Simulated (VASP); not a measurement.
# Fe2Ge (P6/mmm) in VASP: single point with PBEsol

Aim: the single point of Fe2Ge with PBEsol.

All numbers are computed with VASP 6.6.1; they aren't measurements. Logs are shortened: lines on timing, memory, paths and dates and some standing lists are left out, and cuts for length are marked.

### Step 1. The cell of the first run

The structure is hexagonal, space group P6/mmm (No. 191). Conventional cell: a = 4.245 Å, b = 4.245 Å, c = 2.678 Å, α = 90.00°, β = 90.00°, γ = 120.00°. Ge (site symmetry 6/mmm) has 2 Ge at 2.68 Å and 12 Fe at 2.79 Å within 3.5 Å. Fe (site symmetry -6m2) has 5 Fe at 2.45 to 2.68 Å and 6 Ge at 2.79 Å within 3.2 Å.

### Step 2. Single point, PBEsol, collinear spin, ferromagnetic start

INCAR reads:

```
ALGO = Fast
EDIFF = 1E-6
ENCUT = 520
GGA = PS
ISIF = 2
ISMEAR = -1
ISPIN = 2
LASPH = True
LCHARG = False
LMAXMIX = 4
LORBIT = 11
LREAL = False
LWAVE = False
MAGMOM = 0 3 3
NBANDS = 26
NELM = 150
PREC = Accurate
SIGMA = 0.05
```

KPOINTS reads:

```
k-points
0
Gamma
  7 7 10
```

POSCAR reads:

```
Fe2Ge
1.0
    4.2452946954      0.0000000000      0.0000000000
   -2.1226473477      3.6765330528      0.0000000000
    0.0000000000      0.0000000000      2.6779784113
Ge Fe
1 2
Direct
    0.0000000000      0.0000000000      0.0000000000
    0.3333333333      0.6666666667      0.5000000000
    0.6666666667      0.3333333333      0.5000000000
```

Potentials or basis: VASP PAW PBE potentials, release 64 (Ge_d, Fe).

Started as:

```
$ cat potpaw_PBE.64/Ge_d/POTCAR potpaw_PBE.64/Fe/POTCAR > POTCAR
$ mpirun -np 1 vasp_std > vasp.out
```

OUTCAR:

```text
EDIFF = 1E-6
   ENCUT = 520
   GGA = PS
   ISIF = 2
   ISMEAR = -1
   ISPIN = 2
   LASPH = True
   LORBIT = 11
   LREAL = False
   NELM = 150
   PREC = Accurate

 ion  position               nearest neighbor table
   1  0.000  0.000  0.000-   2 2.79   3 2.79   2 2.79   3 2.79   3 2.79   3 2.79   2 2.79   2 2.79
                             3 2.79   3 2.79   2 2.79   2 2.79
   2  0.333  0.667  0.500-   3 2.45   3 2.45   3 2.45   1 2.79   1 2.79   1 2.79   1 2.79   1 2.79
                             1 2.79
   3  0.667  0.333  0.500-   2 2.45   2 2.45   2 2.45   1 2.79   1 2.79   1 2.79   1 2.79   1 2.79
                             1 2.79

  LATTYP: Found a hexagonal cell.
 ALAT       =     4.2452946954
 C/A-ratio  =     0.6308109574

  Lattice vectors:

 A1 = (   4.2452946954,   0.0000000000,   0.0000000000)
 A2 = (  -2.1226473477,   3.6765330528,   0.0000000000)
 A3 = (   0.0000000000,   0.0000000000,   2.6779784113)

Analysis of symmetry for initial positions (statically):
=====================================================================
 Subroutine PRICEL returns:
 Original cell was already a primitive cell.

 Routine SETGRP: Setting up the symmetry group for a
 hexagonal supercell.

 Subroutine GETGRP returns: Found 24 space group operations
 (whereof 24 operations were pure point group operations)
 out of a pool of 24 trial point group operations.

The static configuration has the point symmetry D_6h.

Analysis of symmetry for dynamics (positions and initial velocities):
=====================================================================
 Subroutine PRICEL returns:
 Original cell was already a primitive cell.

 Routine SETGRP: Setting up the symmetry group for a
 hexagonal supercell.

 Subroutine GETGRP returns: Found 24 space group operations
 (whereof 24 operations were pure point group operations)
 out of a pool of 24 trial point group operations.

The dynamic configuration has the point symmetry D_6h.

Analysis of structural, dynamic, and magnetic symmetry:
=====================================================================
 Subroutine PRICEL returns:
 Original cell was already a primitive cell.

 Routine SETGRP: Setting up the symmetry group for a
 hexagonal supercell.

 Subroutine GETGRP returns: Found 24 space group operations
 (whereof 24 operations were pure point group operations)
 out of a pool of 24 trial point group operations.

The overall configuration has the point symmetry D_6h.

 Subroutine INISYM returns: Found 24 space group operations
 (whereof 24 operations are pure point group operations),
 and found     1 'primitive' translations

----------------------------------------------------------------------------------------

                                     Primitive cell

  volume of cell :      41.7978

  direct lattice vectors                    reciprocal lattice vectors
     4.245294695  0.000000000  0.000000000     0.235554908  0.135997689  0.000000000
    -2.122647348  3.676533053  0.000000000     0.000000000  0.271995379  0.000000000
     0.000000000  0.000000000  2.677978411     0.000000000  0.000000000  0.373416005

  length of vectors
     4.245294695  4.245294695  2.677978411     0.271995379  0.271995379  0.373416005

  position of ions in fractional coordinates (direct lattice)
     0.000000000  0.000000000  0.000000000
     0.333333333  0.666666667  0.500000000
     0.666666667  0.333333333  0.500000000

  ion indices of the primitive-cell ions
   primitive index   ion index
                 1           1
                 2           2
                 3           3

----------------------------------------------------------------------------------------

 KPOINTS: k-points

Automatic generation of k-mesh.
 Grid dimensions read from file:
 generate k-points for:    7    7   10

 Generating k-lattice:

  Cartesian coordinates                     Fractional coordinates (reciprocal lattice)
     0.033650701  0.019428241  0.000000000     0.142857143  0.000000000  0.000000000
     0.000000000  0.038856483  0.000000000     0.000000000  0.142857143  0.000000000
     0.000000000  0.000000000  0.037341601     0.000000000  0.000000000  0.100000000

  Length of vectors
     0.038856483  0.038856483  0.037341601

  Shift w.r.t. Gamma in fractional coordinates (k-lattice)
     0.000000000  0.000000000  0.000000000

 Subroutine IBZKPT returns following result:
 ===========================================

 Found     48 irreducible k-points:

 Following reciprocal coordinates:
            Coordinates               Weight
  0.000000  0.000000  0.000000      1.000000
  0.142857  0.000000  0.000000      6.000000
  0.285714 -0.000000  0.000000      6.000000
  0.428571 -0.000000  0.000000      6.000000
  0.142857  0.142857  0.000000      6.000000
  0.285714  0.142857  0.000000     12.000000
[... 16 lines left out ...]
  0.428571  0.142857  0.200000     12.000000
  0.285714  0.285714  0.200000     12.000000
 [... further k-points ...]
   k-points           NKPTS =     48   k-points in BZ     NKDIM =     48   number of bands    NBANDS=     26
   number of dos      NEDOS =    301   number of ions     NIONS =      3
   total plane-waves  NPLWV =  20480
   dimension x,y,z NGX =    32 NGY =   32 NGZ =   20
   dimension x,y,z NGXF=    64 NGYF=   64 NGZF=   40
   ions per type =               1   2
   NGX,Y,Z   is equivalent  to a cutoff of  12.53, 12.53, 12.42 a.u.
   NGXF,Y,Z  is equivalent  to a cutoff of  25.06, 25.06, 24.83 a.u.
 SYSTEM =  unknown system
   PREC   = accura    normal or accurate (medium, high low for compatibility)
   ISTART =      0    job   : 0-new  1-cont  2-samecut
   ICHARG =      2    charge: 1-file 2-atom 10-const
   ISPIN  =      2    spin polarized calculation?
   LNONCOLLINEAR =      F non collinear calculations
   LSORBIT =      F    spin-orbit coupling
   LASPH  =      T    aspherical Exc in radial PAW
   ENCUT  =  520.0 eV  38.22 Ry    6.18 a.u.   7.89  7.89  4.98*2*pi/ulx,y,z
   NELM   =    150;   NELMIN=  2; NELMDL= -5     # of ELM steps
   EDIFF  = 0.1E-05   stopping-criterion for ELM
   LREAL  =      F    real-space projection
   EDIFFG = 0.1E-04   stopping-criterion for IOM
   NSW    =      0    number of steps for IOM
   IBRION =     -1    ionic relax: 0-MD 1-quasi-New 2-CG
   NFREE  =      0    steps in history (QN), initial steepest desc. (CG)
   ISIF   =      2    stress and relaxation
   ISYM   =      2    0-nonsym 1-usesym 2-fastsym
   POTIM  = 0.5000    time-step for ionic-motion
   TEBEG  =    0.0;   TEEND  =   0.0 temperature during run
   PSTRESS=    0.0 pullay stress
   NELECT =      30.0000    total number of electrons
   NUPDOWN=      -1.0000    fix difference up-down
   EMIN   =  10.00;   EMAX   =-10.00  energy-range for DOS
   EFERMI =   0.00;   METHOD = LEGACY
   ISMEAR =    -1;   SIGMA  =   0.05  broadening in eV -4-tet -1-fermi 0-gaus
   EFERMI_NEDOS =   21; number of points for ismear=-14 and -15
   IALGO  =     68    algorithm
   IMIX   =      4    mixing-type and parameters
     AMIX     =   0.40;   BMIX     =  1.00
     AMIX_MAG =   1.60;   BMIX_MAG =  1.00
  volume/ion in A,a.u.               =      13.93        94.02
  Fermi-wavevector in a.u.,A,eV,Ry     =   1.465764  2.769893 29.231638  2.148465
  Thomas-Fermi vector in A             =   2.581582
   LORBIT       =     11    0 simple, 1 ext, 2 COOP (PROOUT), +10 PAW based schemes
   GGA     = PS    functional components
   LHFCALC =     F    Hartree Fock is set to
   AEXX    =    0.0000 exact exchange contribution
   IVDW    =     0    specifies the selected vdW correction
   LEPSILON=     F    determine dielectric tensor
   LRPA    =     F    only Hartree local field effects (RPA)
 spin polarized calculation
 RMM-DIIS sequential band-by-band and
  energy-cutoff  :      520.00
  volume of cell :       41.80
 maximum number of plane-waves:      1139
 NGX is ok and might be reduce to    32
   NGX = 15   NGY = 15   NGZ =  9

 number of electron      30.0000006 magnetization       5.2724938

 Free energy of the ion-electron system (eV)
  ---------------------------------------------------
  ext. energy  EPLUGINS =         0.00000000
  ---------------------------------------------------
  free energy    TOTEN  =       -21.98577235 eV

  energy without entropy =      -21.96896937  energy(sigma->0) =      -21.97737086

 E-fermi :   6.6036     XC(G=0): -12.4329

 val. band max:        6.5924103559   @ k =   0.1429   0.0000   0.5000
 cond. band min:       6.6132428810   @ k =   0.1429   0.1429   0.4000
 fundamental gap:      0.0208325250
 Fermi energy:         6.6036420307

 spin component 1

 k-point     1 :       0.0000    0.0000    0.0000
  band No.  band energies     occupation
      1     -18.4130      1.00000
      2     -18.2240      1.00000
      3     -18.2240      1.00000
      4     -18.2217      1.00000
      5     -18.2217      1.00000
      6      -5.6438      1.00000
[... 18 lines left out ...]
     25      25.0090      0.00000
     26      26.5525      0.00000
[... 644 lines left out ...]
      4     -18.2174      1.00000
      5     -18.2161      1.00000
      6      -3.5741      1.00000
[... 18 lines left out ...]
     25      19.5940      0.00000
     26      22.0215      0.00000

 [... further k-points ...]

 spin component 2

 k-point     1 :       0.0000    0.0000    0.0000
  band No.  band energies     occupation
      1     -18.4022      1.00000
      2     -18.2140      1.00000
      3     -18.2140      1.00000
      4     -18.2112      1.00000
      5     -18.2112      1.00000
      6      -5.5096      1.00000
[... 18 lines left out ...]
     25      25.7638      0.00000
     26      26.7555      0.00000
[... 644 lines left out ...]
      4     -18.2097      1.00000
      5     -18.2084      1.00000
      6      -3.4666      1.00000
[... 18 lines left out ...]
     25      20.0092      0.00000
     26      22.4837      0.00000

 [... further k-points ...]

------------------------ aborting loop because EDIFF is reached ----------------------------------------

  FORCE on cell =-STRESS in cart. coord.  units (eV):
  Direction    XX          YY          ZZ          XY          YZ          ZX
  --------------------------------------------------------------------------------------
  -------------------------------------------------------------------------------------
  Total       -3.3290080     -3.3290080     -3.3203299      0.0000000      0.0000000     -0.0000000
  in kB     -127.6062768   -127.6062768   -127.2736288      0.0000000      0.0000000     -0.0000000
  external PRESSURE =    -127.4953941 kB  Pullay stress =       0.0000000 kB

 VOLUME and BASIS-vectors are now :
 -----------------------------------------------------------------------------
  energy-cutoff  :      520.00
  volume of cell :       41.80
      direct lattice vectors                 reciprocal lattice vectors
     4.245294695  0.000000000  0.000000000     0.235554908  0.135997689  0.000000000
    -2.122647348  3.676533053  0.000000000     0.000000000  0.271995379  0.000000000
     0.000000000  0.000000000  2.677978411     0.000000000  0.000000000  0.373416005

 POSITION                                       TOTAL-FORCE (eV/Angst)
 -----------------------------------------------------------------------------------
      0.00000      0.00000      0.00000         0.000000      0.000000      0.000000
     -0.00000      2.45102      1.33899         0.000000      0.000000      0.000000
      2.12265      1.22551      1.33899         0.000000     -0.000000      0.000000
 -----------------------------------------------------------------------------------
    total drift:                                0.000000      0.000000      0.000000

  FREE ENERGIE OF THE ION-ELECTRON SYSTEM (eV)
  ---------------------------------------------------
  free  energy   TOTEN  =       -21.9857723466 eV

  energy  without entropy=      -21.9689693707  energy(sigma->0) =      -21.97737086

 total charge

# of ion       s       p       d       tot
------------------------------------------
    1        1.110   1.116  10.067  12.292
    2        0.408   0.394   6.275   7.077
    3        0.408   0.394   6.275   7.077
--------------------------------------------------
tot          1.926   1.903  22.616  26.446

 magnetization (x)

# of ion       s       p       d       tot
------------------------------------------
    1        0.046  -0.040   0.001   0.007
    2        0.006   0.011   2.570   2.587
    3        0.006   0.011   2.570   2.587
--------------------------------------------------
tot          0.057  -0.018   5.141   5.180
```

It took 2.3 min on 1 thread of Intel Xeon 8259CL, shared host; peak memory 0.22 GiB.

Results:

```
Free energy                                           : -21.9858 eV
Pressure                                              : -12.7 GPa
Net moment                                            : 5.27 μB per cell
Site moments                                          : Ge +0.01; Fe +2.59 μB
Valence electrons inside the program's atomic spheres : Ge 12.29; Fe 7.08
```

Levels at points of the mesh, in eV from the Fermi level:
Spin up:
```csv
k point,band 14,band 15,band 16,band 17,band 18,band 19,band 20,band 21,band 22,band 23
"(0.00, 0.00, 0.00)",-2.37,-1.62,-1.62,-0.10,1.77,1.77,2.66,2.66,6.52,7.37
"(0.00, 0.00, 0.50)",-2.40,-2.40,-0.74,-0.56,3.37,3.37,4.09,5.56,7.27,7.62
```
Spin down:
```
           k point  band 10  band 11  band 12  band 13  band 14  band 15
(0.00, 0.00, 0.00)    -1.19    -1.03    -1.03     0.52     0.52     0.55
(0.00, 0.00, 0.50)    -0.98    -0.98    -0.69    -0.69    -0.26    -0.26
```

Caveat: the cell stands under tension; the PAW data sets were made with another functional, which shifts forces and pressure a little.
